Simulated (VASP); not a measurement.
## Ni: single point with PBE

Ni:

```xyz
2
Lattice="2.1872 0.0000 0.0000 -1.0936 1.8942 0.0000 0.0000 0.0000 3.5913" Properties=species:S:1:pos:R:3 pbc="T T T"
Ni    0.0000    1.2628    0.8978
Ni    1.0936    0.6314    2.6935
```

This isn't the form of Ni at room conditions, which is fcc.

```yaml
Program: VASP 6.6.1
Task: single point
Functional: PBE
Potentials_or_basis: VASP PAW PBE potentials, release 64 (Ni)
Cutoff: 520 eV
k_mesh: 17 × 17 × 10
Occupations: fermi-dirac, width 0.08 eV
Spin: collinear spin, ferromagnetic start
Starting_moments: "[1.0, 1.0] μB"
```

```json
{
  "Pressure": "189.5 GPa",
  "Net moment": "1.00 μB per cell",
  "Site moments": "Ni +0.48 μB"
}
```

Levels at points of the mesh, in eV from the Fermi level:
Spin up:
| k point | band 7 | band 8 | band 9 | band 10 | band 11 | band 12 | band 13 | band 14 |
| --- | --- | --- | --- | --- | --- | --- | --- | --- |
| (0.00, 0.00, 0.00) | -3.05 | -2.33 | -2.33 | -1.08 | -0.66 | -0.66 | 8.99 | 25.72 |
| (0.00, 0.00, 0.50) | -3.61 | -3.61 | -1.15 | -1.15 | -1.15 | -1.15 | 18.69 | 18.69 |
Spin down:
| k point | band 8 | band 9 | band 10 | band 11 | band 12 | band 13 |
| --- | --- | --- | --- | --- | --- | --- |
| (0.00, 0.00, 0.00) | -1.78 | -1.78 | -1.08 | -0.08 | -0.08 | 9.35 |
| (0.00, 0.00, 0.50) | -3.09 | -0.57 | -0.57 | -0.57 | -0.57 | 18.84 |

It took 70 s on 1 thread of Intel(R) Xeon(R) Platinum 8488C (Sapphire Rapids), with other jobs on the host, peak memory 0.19 GiB.

Caveat: the cell stands under pressure.
